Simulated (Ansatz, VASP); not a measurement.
Ge2Sb2Te5 in VASP and in Ansatz

Contents of INCAR:

```
SYSTEM = Ge2Sb2Te5
ALGO     = Normal         ! electronic algorithm
EDIFF    = 1E-6           ! SCF threshold, eV
ENCUT    = 520            ! plane-wave cutoff, eV
GGA      = PE             ! functional
ISIF     = 2              ! what is computed and relaxed
ISMEAR   = 0              ! smearing method
LASPH    = .TRUE.         ! aspherical terms in the spheres
LCHARG   = .FALSE.        ! write CHGCAR
LREAL    = .FALSE.        ! projectors in reciprocal space
LWAVE    = .FALSE.        ! write WAVECAR
NBANDS   = 44             ! bands
NELM     = 100            ! most SCF steps
PREC     = Accurate       ! precision mode
SIGMA    = 0.03           ! smearing width, eV
```

KPOINTS

```
k-points
0
G
  9 9 2
  0 0 0
```

POSCAR

```
Ge2Sb2Te5
1.0
    4.1919000000      0.0000000000      0.0000000000
   -2.0959500000      3.6302918901      0.0000000000
    0.0000000000      0.0000000000     18.0976006795
Ge Sb Te
2 2 5
Direct
    0.0000000000      0.0000000000      0.3313200918
    0.0000000000      0.0000000000      0.6686799082
    0.3333333333      0.6666666667      0.1120971408
    0.6666666667      0.3333333333      0.8879028592
    0.0000000000      0.0000000000      0.0000000000
    0.3333333333      0.6666666667      0.7914345914
    0.6666666667      0.3333333333      0.2085654086
    0.3333333333      0.6666666667      0.4096023866
    0.6666666667      0.3333333333      0.5903976134
```

Input for Ansatz:

```yaml
crystal:
  lattice:
    - [4.1919, 0.0, 0.0]
    - [-2.09595, 3.6302918901, 0.0]
    - [0.0, 0.0, 18.0976006795]
  atoms:
    - { symbol: Ge, position: [0.0, 0.0, 0.3313200918] }
    - { symbol: Ge, position: [0.0, 0.0, 0.6686799082] }
    - { symbol: Sb, position: [0.3333333333, 0.6666666667, 0.1120971408] }
    - { symbol: Sb, position: [0.6666666667, 0.3333333333, 0.8879028592] }
    - { symbol: Te, position: [0.0, 0.0, 0.0] }
    - { symbol: Te, position: [0.3333333333, 0.6666666667, 0.7914345914] }
    - { symbol: Te, position: [0.6666666667, 0.3333333333, 0.2085654086] }
    - { symbol: Te, position: [0.3333333333, 0.6666666667, 0.4096023866] }
    - { symbol: Te, position: [0.6666666667, 0.3333333333, 0.5903976134] }
basis:
  ecutwfc: 420
kpoints:
  mp_grid: { grid: [9, 9, 2] }
hamiltonian:
  xc: pbe
scf:
  occupations: { method: gaussian, width: 0.03 }
output:
  forces: true
  stress: true
  eigenvalues: true
  write_density: true
  write_potential: true
  elf: true
  volumetric_format: npy
```

Alike in both runs: task single point; functional PBE; k mesh 9 × 9 × 2; occupations gaussian, width 0.03 eV; no spin polarisation.

```csv
,VASP,Ansatz
version,VASP 6.6.1,Ansatz 0.2.0
potentials or method,"VASP PAW PBE potentials, release 64 (Ge_d, Sb, Te), cutoff 520 eV","scalar-relativistic, plane waves, PAW"
valence electrons in the cell,68,138
```

VASP gave:

```
gap on the k mesh at the Fermi level (eV)                     : 0.06
least direct gap on the mesh (eV)                             : 0.17
pressure (GPa)                                                : 1.8
traceless stress, the component that is largest in VASP (GPa) : -0.46
rms of the force components (eV/Å)                            : 0.084
```

Task: Estimate Ansatz's values.

Result: gap on the k mesh at the Fermi level (eV): 0.06; least direct gap on the mesh (eV): 0.17; pressure (GPa): 1.7; traceless stress, the component that is largest in VASP (GPa): -0.46; rms of the force components (eV/Å): 0.074.

Atom by atom the forces differ by 0.010 eV/Å (rms over components). VASP's potentials hold 68 valence electrons a cell and Ansatz's 138, so a difference there can come from the potentials and not from the codes.

Spin-orbit coupling is off throughout.
